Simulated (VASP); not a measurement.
Write the native input for VASP 6.6.1 that does the following.

| Item | Value |
| --- | --- |
| Task | relaxation of cell and atoms |
| Functional | PBE |
| Potentials or basis | VASP PAW PBE potentials, release 64 (In_d, Ga_d, N) |
| Cutoff | 600 eV |
| k mesh | 3 × 3 × 6 |
| Occupations | gaussian, width 0.1 eV |
| Spin | no spin polarisation |
| Dipole correction | no |
| Further INCAR settings | ALGO = Normal; EDIFF = 1e-07; IBRION = 2; EDIFFG = -0.04; NSW = 90; ISIF = 3 |

The structure of InGa2N3 lies in POSCAR:

```
InGa2N3
1.0
    6.2831622729      0.0000000000      0.0000000000
   -3.1415811365      5.4413781444      0.0000000000
    0.0000000000      0.0000000000      3.3044568380
In Ga N
1 2 3
Direct
    0.0000000000      0.0000000000      0.0000000000
    0.3333333333      0.6666666667      0.5000000000
    0.6666666667      0.3333333333      0.5000000000
    0.5000000000      0.0000000000      0.5000000000
    0.0000000000      0.5000000000      0.5000000000
    0.5000000000      0.5000000000      0.5000000000
```

The cell was built from a structure type or drawn by symmetry, and may not be a known phase.

One way to write it, as run:

INCAR

```
PREC = Accurate
ENCUT = 600
EDIFF = 1E-7
ISMEAR = 0
SIGMA = 0.1
LREAL = F
LASPH = T
NELM = 100
ALGO = Normal
ISIF = 3
LWAVE = F
LCHARG = F
GGA = PE
IBRION = 2
NSW = 90
EDIFFG = -0.04
```

KPOINTS

```
Automatic mesh
0
Gamma
  3 3 6
```

Potentials or basis: VASP PAW PBE potentials, release 64 (In_d, Ga_d, N).

Run with:

```bash
$ cat potpaw_PBE.64/In_d/POTCAR potpaw_PBE.64/Ga_d/POTCAR potpaw_PBE.64/N/POTCAR > POTCAR
$ mpirun -np 1 vasp_std > vasp.out
```

Results of the run:

```json
{"Relaxed volume": "18.77 Å³/atom", "Relaxed cell": "a = 6.264 Å, b = 6.264 Å, c = 3.314 Å, α = 90.00°, β = 90.00°, γ = 120.00°", "Space group after relaxing (to 0.1 Å)": "P6/mmm (No. 191)", "Energy gained by relaxing": "0.4 meV/atom", "Ionic steps": "4", "Pressure after relaxing": "0.1 GPa", "Band gap on the k mesh": "zero (bands 27 and 28 overlap by 0.83 eV)"}
```

Caveat: the k points lie up to 0.39 Å⁻¹ apart in the final cell, too coarse for converged energies and pressures of a metal; spin-orbit coupling is left out, which moves the levels of the heavy elements.

Run time: 96 s on 1 thread of Intel(R) Xeon(R) 6975P-C (Granite Rapids), with other jobs on the host, peak memory 0.29 GiB.
